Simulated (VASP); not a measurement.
# LiH: single point with HSE06

LiH:

```
Li H
1.0
    -0.09988    2.16687    2.16687
     2.16687   -0.09988    2.16687
     2.16687    2.16687   -0.09988
Li H
1 1
Direct
  0.99664 0.99664 0.99664
  0.25336 0.25336 0.25336
```

This cell differs from its parent crystal: epitaxial 111 strain +5.7%.

```
Program             : VASP 6.6.1
Task                : single point
Functional          : HSE06
Potentials or basis : VASP PAW PBE potentials, release 64 (Li_sv, H)
Cutoff              : 520 eV
k mesh              : 8 × 8 × 8
Occupations         : gaussian, width 0.01 eV
Spin                : no spin polarisation
```

| Property | Result |
| --- | --- |
| Band gap on the k mesh | 4.99 eV (least direct gap 6.01 eV) |

Levels at points of the mesh, in eV from the valence-band top:
```
           k point  band 1  band 2  band 3  band 4  band 5  band 6
(0.00, 0.00, 0.00)  -46.51   -3.90   13.58   17.38   17.38   18.99
(0.50, 0.00, 0.00)  -46.50   -1.21    4.99   15.73   16.10   16.87
(0.50, 0.50, 0.00)  -46.49   -0.32    7.97   10.72   10.98   12.26
(0.50, 0.50, 0.50)  -46.49   -0.66    5.35   15.03   15.03   16.13
```

Wall time 21 min on 1 thread of AMD EPYC 7R13 Processor (Zen 3) (shared host), peak memory 0.23 GiB.

Caveat: the cell differs from its parent crystal (epitaxial 111 strain +5.7%). A k mesh can miss the band edges.
